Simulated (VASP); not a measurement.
Write the native input for VASP 6.6.1 that does the following.

```
Task                   : single point
Functional             : PBEsol
Potentials or basis    : VASP PAW PBE potentials, release 64 (Te)
Cutoff                 : 520 eV
k mesh                 : 12 × 12 × 12
Occupations            : fermi-dirac, width 0.136057 eV
Spin                   : no spin polarisation
Dipole correction      : no
Further INCAR settings : ALGO = Normal; EDIFF = 1e-06; NBANDS = 9
```

The structure of Te lies in POSCAR:

```
Te
1.0
   -1.8881300617      1.8881300617      1.8881300617
    1.8881300617     -1.8881300617      1.8881300617
    1.8881300617      1.8881300617     -1.8881300617
Te
1
Direct
    0.0000000000      0.0000000000      0.0000000000
```

These files were run (other wordings do the same):

INCAR

```
ALGO = Normal
EDIFF = 1E-6
ENCUT = 520
GGA = PS
ISIF = 2
ISMEAR = -1
LASPH = T
LCHARG = T
LELF = T
LREAL = F
LVHAR = T
LWAVE = F
NBANDS = 9
NELM = 60
PREC = Accurate
SIGMA = 0.13605693000000002
```

KPOINTS

```
k-points
0
Gamma
  12 12 12
```

Potentials or basis: VASP PAW PBE potentials, release 64 (Te).

The run is started by

```bash
$ cat potpaw_PBE.64/Te/POTCAR > POTCAR
$ mpirun -np 1 vasp_std > vasp.out
```

It gave:

```json
{
 "Pressure": "0.0 GPa",
 "Band gap on the k mesh": "zero (band 3 reaches 11.79 eV, above the bottom of band 4 at 4.83 eV)"
}
```

Caveat: the PAW data sets were made with another functional, which shifts forces and pressure a little; spin-orbit coupling is left out, which moves the levels of the heavy elements.

Run time: 7.1 s on 1 thread of Intel Xeon 6975P-C, on a shared host, peak memory 0.14 GiB.
